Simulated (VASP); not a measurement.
# Mg9O8 (a cell with a defect) in VASP: further runs

Mg9O8 (a cell with a defect) is run at these levels: PBE; tasks: single point.

Program: VASP 6.6.1. These are calculated values, not measurements. Logs are shortened: lines on timing, memory, paths and dates and some standing lists are left out, and cuts for length are marked.

**1. The cell of the first run**

The cell holds a defect, 17 atoms: a = 6.159 Å, b = 6.159 Å, c = 6.159 Å, α = 60.00°, β = 60.00°, γ = 60.00°.

**2. Single point, PBE**

Contents of INCAR:

```
SYSTEM = Mg9O8
ALGO = Normal
EDIFF = 1E-7
ENCUT = 520
GGA = PE
ISIF = 2
ISMEAR = -1
LASPH = .True.
LCHARG = .True.
LELF = .True.
LREAL = Auto
LVHAR = .True.
LWAVE = .False.
NBANDS = 47
NELM = 100
PREC = Accurate
SIGMA = 0.02
```

Contents of KPOINTS:

```
k-points
0
Gamma
  2 2 2
  0 0 0
```

Contents of POSCAR:

```
Mg9O8
1.0
    0.0000000000      4.3550000000      4.3550000000
    4.3550000000      0.0000000000      4.3550000000
    4.3550000000      4.3550000000      0.0000000000
Mg O
9 8
Direct
   -0.0684959816      0.0616303100     -0.0068656716
   -0.0386337543     -0.0100688863      0.5373019518
   -0.1996555683      0.4962112514      0.0762342135
   -0.0551779564      0.5150172216      0.5779334099
    0.4702755454      0.0321354765     -0.0276349024
    0.4839380023      0.0343628014      0.4452698048
    0.5052009185      0.5434557979     -0.0910332951
    0.4370034443      0.5360160735      0.5104362801
    0.0872215844      0.5953042480      0.1288978186
    0.2006199770      0.2380711825      0.2529276693
    0.1738691160      0.2562112514      0.8193570608
    0.2341216992      0.7383237658      0.2275315729
    0.2418025258      0.7475430540      0.7503444317
    0.6732032147      0.2606888634      0.3346727899
    0.7192307692      0.2542020666      0.7321814007
    0.7377382319      0.7999196326      0.2304362801
    0.6968082664      0.8278989667      0.6974741676
```

Potentials or basis: VASP PAW PBE potentials, release 64 (Mg, O).

Launch:

```sh
$ cat potpaw_PBE.64/Mg/POTCAR potpaw_PBE.64/O/POTCAR > POTCAR
$ mpirun -np 1 vasp_std > vasp.out
```

OUTCAR:

```text
SYSTEM = Mg9O8
   EDIFF = 1E-7
   ENCUT = 520
   GGA = PE
   ISIF = 2
   ISMEAR = -1
   LASPH = .True.
   LREAL = Auto
   NELM = 100
   PREC = Accurate

 ion  position               nearest neighbor table
   1  0.932  0.062  0.993-  11 1.93  16 2.00  15 2.08   9 2.35  12 2.37  14 2.40  13 2.44   3 2.62
                             4 2.69   6 2.77   7 2.83   2 2.96   5 3.00   5 3.17   2 3.24   7 3.39
   2  0.961  0.990  0.537-  17 1.91  15 2.01  10 2.14  14 2.16  13 2.16  12 2.45   4 2.86   5 2.86
                             8 2.87   1 2.96   3 3.10   6 3.11   6 3.12   1 3.24   3 3.30   8 3.30
   3  0.800  0.496  0.076-  14 1.68  16 2.29  11 2.30  17 2.33   9 2.33   7 2.34   8 2.52  10 2.61
                             1 2.62   4 2.69   5 2.81   2 3.10   2 3.30   6 3.42   5 3.61
   4  0.945  0.515  0.578-  17 1.98  11 2.05  15 2.19   9 2.30  12 2.32   7 2.43  16 2.45  10 2.64
                             1 2.69   3 2.69   2 2.86   8 2.91   6 3.10   6 3.21   8 3.29   2 3.31
   5  0.470  0.032  0.972-  11 2.01  15 2.05  17 2.10  10 2.14  16 2.30  12 2.32   3 2.81   2 2.86
                             6 2.96   8 2.98   1 3.00   7 3.08   7 3.11   1 3.17   8 3.19   6 3.20
   6  0.484  0.034  0.445-  14 1.91  16 1.97  17 2.04  10 2.10  13 2.32  11 2.64   1 2.77   7 2.94
                             5 2.96   8 3.03   4 3.10   2 3.11   2 3.12   8 3.17   5 3.20   4 3.21
   7  0.505  0.543  0.909-  13 1.87  15 2.06  17 2.10   9 2.17  12 2.27   3 2.34   4 2.43  10 2.67
                            14 2.71   8 2.71   1 2.83   6 2.94   5 3.08   5 3.11   6 3.22   1 3.39
   8  0.437  0.536  0.510-  13 1.98  14 1.99  12 2.14  15 2.21  11 2.38  16 2.46   3 2.52   7 2.71
                             2 2.87   4 2.91   5 2.98   6 3.03   6 3.17   5 3.19   4 3.29   2 3.30
   9  0.087  0.595  0.129-  10 1.80  16 1.83  13 1.93  12 1.96   7 2.17   4 2.30   3 2.33   1 2.35
                             6 3.36   5 3.38   8 3.42   2 3.45   2 3.52   8 3.59   6 3.59
  10  0.201  0.238  0.253-   9 1.80   6 2.10   5 2.14   2 2.14   3 2.61   4 2.64   7 2.67
  11  0.174  0.256  0.819-   1 1.93   5 2.01   4 2.05   3 2.30   8 2.38   6 2.64
  12  0.234  0.738  0.228-   9 1.96   8 2.14   7 2.27   4 2.32   5 2.32   1 2.37   2 2.45
  13  0.242  0.748  0.750-   7 1.87   9 1.93   8 1.98   2 2.16   6 2.32   1 2.44
  14  0.673  0.261  0.335-   3 1.68   6 1.91   8 1.99   2 2.16   1 2.40   7 2.71
  15  0.719  0.254  0.732-   2 2.01   5 2.05   7 2.06   1 2.08   4 2.19   8 2.21
  16  0.738  0.800  0.230-   9 1.83   6 1.97   1 2.00   3 2.29   5 2.30   4 2.45   8 2.46
  17  0.697  0.828  0.697-   2 1.91   4 1.98   6 2.04   7 2.10   5 2.10   3 2.33

  LATTYP: Found a face centered cubic cell.
 ALAT       =     8.7100000000

  Lattice vectors:

 A1 = (   0.0000000000,   4.3550000000,   4.3550000000)
 A2 = (   4.3550000000,   0.0000000000,   4.3550000000)
 A3 = (   4.3550000000,   4.3550000000,   0.0000000000)

Analysis of symmetry for initial positions (statically):
=====================================================================
 Subroutine PRICEL returns:
 Original cell was already a primitive cell.

 Routine SETGRP: Setting up the symmetry group for a
 face centered cubic supercell.

 Subroutine GETGRP returns: Found  1 space group operations
 (whereof  1 operations were pure point group operations)
 out of a pool of 48 trial point group operations.

The static configuration has the point symmetry C_1 .

Analysis of symmetry for dynamics (positions and initial velocities):
=====================================================================
 Subroutine PRICEL returns:
 Original cell was already a primitive cell.

 Routine SETGRP: Setting up the symmetry group for a
 face centered cubic supercell.

 Subroutine GETGRP returns: Found  1 space group operations
 (whereof  1 operations were pure point group operations)
 out of a pool of 48 trial point group operations.

The dynamic configuration has the point symmetry C_1 .

 Subroutine INISYM returns: Found  1 space group operations
 (whereof  1 operations are pure point group operations),
 and found     1 'primitive' translations

----------------------------------------------------------------------------------------

                                     Primitive cell

  volume of cell :     165.1941

  direct lattice vectors                    reciprocal lattice vectors
     0.000000000  4.355000000  4.355000000    -0.114810563  0.114810563  0.114810563
     4.355000000  0.000000000  4.355000000     0.114810563 -0.114810563  0.114810563
     4.355000000  4.355000000  0.000000000     0.114810563  0.114810563 -0.114810563

  length of vectors
     6.158900064  6.158900064  6.158900064     0.198857728  0.198857728  0.198857728

  position of ions in fractional coordinates (direct lattice)
     0.931504018  0.061630310  0.993134328
     0.961366246  0.989931114  0.537301952
     0.800344432  0.496211251  0.076234214
     0.944822044  0.515017222  0.577933410
     0.470275545  0.032135477  0.972365098
     0.483938002  0.034362801  0.445269805
[... 9 lines left out ...]
     0.737738232  0.799919633  0.230436280
     0.696808266  0.827898967  0.697474168

  ion indices of the primitive-cell ions
   primitive index   ion index
                 1           1
                 2           2
                 3           3
                 4           4
                 5           5
                 6           6
[... 9 lines left out ...]
                16          16
                17          17

----------------------------------------------------------------------------------------

 KPOINTS: k-points

Automatic generation of k-mesh.
 Grid dimensions read from file:
 generate k-points for:    2    2    2

 Generating k-lattice:

  Cartesian coordinates                     Fractional coordinates (reciprocal lattice)
    -0.057405281  0.057405281  0.057405281     0.500000000  0.000000000  0.000000000
     0.057405281 -0.057405281  0.057405281     0.000000000  0.500000000  0.000000000
     0.057405281  0.057405281 -0.057405281     0.000000000  0.000000000  0.500000000

  Length of vectors
     0.099428864  0.099428864  0.099428864

  Shift w.r.t. Gamma in fractional coordinates (k-lattice)
     0.000000000  0.000000000  0.000000000

 Subroutine IBZKPT returns following result:
 ===========================================

 Found      8 irreducible k-points:

 Following reciprocal coordinates:
            Coordinates               Weight
  0.000000  0.000000  0.000000      1.000000
  0.500000  0.000000  0.000000      1.000000
  0.000000  0.500000  0.000000      1.000000
  0.000000  0.000000  0.500000      1.000000
  0.500000  0.500000  0.500000      1.000000
  0.500000  0.500000  0.000000      1.000000
  0.000000  0.500000  0.500000      1.000000
  0.500000  0.000000  0.500000      1.000000
   k-points           NKPTS =      8   k-points in BZ     NKDIM =      8   number of bands    NBANDS=     47
   number of dos      NEDOS =    301   number of ions     NIONS =     17
   total plane-waves  NPLWV = 110592
   dimension x,y,z NGX =    48 NGY =   48 NGZ =   48
   dimension x,y,z NGXF=    96 NGYF=   96 NGZF=   96
   ions per type =               9   8
   NGX,Y,Z   is equivalent  to a cutoff of  12.96, 12.96, 12.96 a.u.
   NGXF,Y,Z  is equivalent  to a cutoff of  25.91, 25.91, 25.91 a.u.
 SYSTEM =  Mg9O8
   PREC   = accura    normal or accurate (medium, high low for compatibility)
   ISTART =      0    job   : 0-new  1-cont  2-samecut
   ICHARG =      2    charge: 1-file 2-atom 10-const
   ISPIN  =      1    spin polarized calculation?
   LNONCOLLINEAR =      F non collinear calculations
   LSORBIT =      F    spin-orbit coupling
   LASPH  =      T    aspherical Exc in radial PAW
   ENCUT  =  520.0 eV  38.22 Ry    6.18 a.u.  11.45 11.45 11.45*2*pi/ulx,y,z
   NELM   =    100;   NELMIN=  2; NELMDL= -5     # of ELM steps
   EDIFF  = 0.1E-06   stopping-criterion for ELM
   LREAL  =      T    real-space projection
   EDIFFG = 0.1E-05   stopping-criterion for IOM
   NSW    =      0    number of steps for IOM
   IBRION =     -1    ionic relax: 0-MD 1-quasi-New 2-CG
   NFREE  =      0    steps in history (QN), initial steepest desc. (CG)
   ISIF   =      2    stress and relaxation
   ISYM   =      2    0-nonsym 1-usesym 2-fastsym
   POTIM  = 0.5000    time-step for ionic-motion
   TEBEG  =    0.0;   TEEND  =   0.0 temperature during run
   PSTRESS=    0.0 pullay stress
   NELECT =      66.0000    total number of electrons
   NUPDOWN=      -1.0000    fix difference up-down
   EMIN   =  10.00;   EMAX   =-10.00  energy-range for DOS
   EFERMI =   0.00;   METHOD = LEGACY
   ISMEAR =    -1;   SIGMA  =   0.02  broadening in eV -4-tet -1-fermi 0-gaus
   EFERMI_NEDOS =   21; number of points for ismear=-14 and -15
   IALGO  =     38    algorithm
   IMIX   =      4    mixing-type and parameters
     AMIX     =   0.40;   BMIX     =  1.00
     AMIX_MAG =   1.60;   BMIX_MAG =  1.00
  volume/ion in A,a.u.               =       9.72        65.58
  Fermi-wavevector in a.u.,A,eV,Ry     =   1.205752  2.278541 19.780665  1.453838
  Thomas-Fermi vector in A             =   2.341439
   LORBIT       =      0    0 simple, 1 ext, 2 COOP (PROOUT), +10 PAW based schemes
   GGA     = PE    functional components
   LHFCALC =     F    Hartree Fock is set to
   AEXX    =    0.0000 exact exchange contribution
   IVDW    =     0    specifies the selected vdW correction
   LEPSILON=     F    determine dielectric tensor
   LRPA    =     F    only Hartree local field effects (RPA)
 non-spin polarized calculation
  energy-cutoff  :      520.00
  volume of cell :      165.19
 maximum number of plane-waves:      4477
 NGX is ok and might be reduce to    48
   NGX = 23   NGY = 23   NGZ = 23

 number of electron      65.9999996 magnetization

 Free energy of the ion-electron system (eV)
  ---------------------------------------------------
  ext. energy  EPLUGINS =         0.00000000
  ---------------------------------------------------
  free energy    TOTEN  =       -82.18539601 eV

  energy without entropy =      -82.17367837  energy(sigma->0) =      -82.17953719

 E-fermi :   8.3802     XC(G=0): -10.9273

 val. band max:        8.3801400441   @ k =   0.5000   0.0000   0.0000
 cond. band min:       8.4258684485   @ k =   0.0000   0.5000   0.0000
 fundamental gap:      0.0457284043
 Fermi energy:         8.3802476698

 k-point     1 :       0.0000    0.0000    0.0000
  band No.  band energies     occupation
      1     -14.3122      2.00000
      2     -13.6343      2.00000
      3     -13.2475      2.00000
      4     -12.9110      2.00000
      5     -12.8411      2.00000
      6     -12.5511      2.00000
[... 37 lines left out ...]
     44      13.4178      0.00000
     45      13.7673      0.00000

 k-point     2 :       0.5000    0.0000    0.0000
  band No.  band energies     occupation
      1     -14.0475      2.00000
      2     -13.8211      2.00000
      3     -13.2474      2.00000
      4     -12.9960      2.00000
      5     -12.8207      2.00000
      6     -12.6188      2.00000
[... 37 lines left out ...]
     44      13.1677      0.00000
     45      13.3642      0.00000

 k-point     3 :       0.0000    0.5000    0.0000
  band No.  band energies     occupation
      1     -14.1329      2.00000
      2     -13.6322      2.00000
      3     -13.3291      2.00000
      4     -12.9937      2.00000
      5     -12.8558      2.00000
      6     -12.6324      2.00000
[... 229 lines left out ...]
     44      13.3518      0.00000
     45      13.4923      0.00000

 k-point     8 :       0.5000    0.0000    0.5000
  band No.  band energies     occupation
      1     -14.0646      2.00000
      2     -13.6343      2.00000
      3     -13.3593      2.00000
      4     -13.0240      2.00000
      5     -12.8706      2.00000
      6     -12.5911      2.00000
[... 37 lines left out ...]
     44      13.2231      0.00000
     45      13.4526      0.00000
 [bands above 45 left out]

------------------------ aborting loop because EDIFF is reached ----------------------------------------

  FORCE on cell =-STRESS in cart. coord.  units (eV):
  Direction    XX          YY          ZZ          XY          YZ          ZX
  --------------------------------------------------------------------------------------
  -------------------------------------------------------------------------------------
  Total       26.3233987     27.3565513     35.8768613      1.2385455     -1.4009542     -2.9919443
  in kB      255.3042648    265.3245624    347.9609840     12.0123527    -13.5875150    -29.0181423
  external PRESSURE =     289.5299371 kB  Pullay stress =       0.0000000 kB

 VOLUME and BASIS-vectors are now :
 -----------------------------------------------------------------------------
  energy-cutoff  :      520.00
  volume of cell :      165.19
      direct lattice vectors                 reciprocal lattice vectors
     0.000000000  4.355000000  4.355000000    -0.114810563  0.114810563  0.114810563
     4.355000000  0.000000000  4.355000000     0.114810563 -0.114810563  0.114810563
     4.355000000  4.355000000  0.000000000     0.114810563  0.114810563 -0.114810563

 POSITION                                       TOTAL-FORCE (eV/Angst)
 -----------------------------------------------------------------------------------
      4.59350      8.38180      4.32510         0.585736      0.037546      1.010776
      6.65110      6.52670      8.49790         0.038707     -1.085048      1.725686
      2.49300      3.81750      5.64650        -1.392351     -0.252017      4.615718
      4.75980      6.63160      6.35760        -0.484660      1.210949      0.140878
      4.37460      6.28270      2.18800         0.584502     -0.899377     -0.678797
      2.08880      4.04670      2.25720         1.668186     -0.140097     -0.849126
[... 9 lines left out ...]
      4.48720      4.21640      6.69650         0.042360     -1.007863     -1.491292
      6.64300      6.07210      6.64010        -0.096727      0.976228     -1.741672
 -----------------------------------------------------------------------------------
    total drift:                               -0.000225     -0.002558     -0.005997

  FREE ENERGIE OF THE ION-ELECTRON SYSTEM (eV)
  ---------------------------------------------------
  free  energy   TOTEN  =       -82.1853960052 eV

  energy  without entropy=      -82.1736783703  energy(sigma->0) =      -82.17953719
```

Wall time 5.6 min (1 thread of Intel Xeon 8259CL, shared host); peak memory 0.33 GiB.

Results:

```
Free energy            : -82.1854 eV
Pressure               : 29.0 GPa
Largest force          : 4.828 eV/Å
Band gap on the k mesh : zero (bands 33 and 34 overlap by 0.19 eV)
```

Forces on the atoms (eV/Å):
```
Mg   0.586  0.038  1.011
Mg   0.039 -1.085  1.726
Mg  -1.392 -0.252  4.616
Mg  -0.485  1.211  0.141
Mg   0.585 -0.899 -0.679
Mg   1.668 -0.140 -0.849
Mg  -0.424  0.794  0.559
Mg  -0.624  0.370 -1.457
Mg  -0.654 -0.247  0.253
O   -0.493  1.982 -0.786
O   -0.603 -1.314  1.248
O    0.814  0.194 -0.519
O    0.361 -2.052  0.524
O   -0.417  1.156 -3.110
O    1.095  0.276  0.557
O    0.042 -1.008 -1.491
O   -0.097  0.976 -1.742
```

Caveat: the k points lie up to 0.62 Å⁻¹ apart; the atoms stand as in a frame of molecular dynamics.

[end of part 1 of 2]
